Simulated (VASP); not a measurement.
Input of a VASP 6.6.1 run:

INCAR

```
SYSTEM = CoO
PREC = Accurate
ENCUT = 520
EDIFF = 1E-6
ISMEAR = -1
SIGMA = 0.05
LREAL = .False.
LASPH = .True.
NELM = 150
ALGO = Normal
ISIF = 2
LWAVE = .False.
LCHARG = .False.
ISPIN = 2
MAGMOM = 1.5 0
LORBIT = 11
NUPDOWN = 1.5
LMAXMIX = 4
GGA = PE
NBANDS = 18
```

KPOINTS

```
regular mesh
0
Gamma
  9 9 9
  0 0 0
```

POSCAR

```
CoO
1.0
    0.0000000000      2.1315000000      2.1315000000
    2.1315000000      0.0000000000      2.1315000000
    2.1315000000      2.1315000000      0.0000000000
Co O
1 1
Direct
    0.0000000000      0.0000000000      0.0000000000
    0.5000000000      0.5000000000      0.5000000000
```

Potentials or basis: VASP PAW PBE potentials, release 64 (Co, O).

The run is started by

```bash
$ cat potpaw_PBE.64/Co/POTCAR potpaw_PBE.64/O/POTCAR > POTCAR
$ mpirun -np 1 vasp_std > vasp.out
```

**Question.** Estimate the pressure.

**Answer.** -13.0 GPa.

Caveat: the total moment is fixed, so each spin has its own Fermi level; a cell with one magnetic atom can't hold antiferromagnetic order, which such compounds often take.
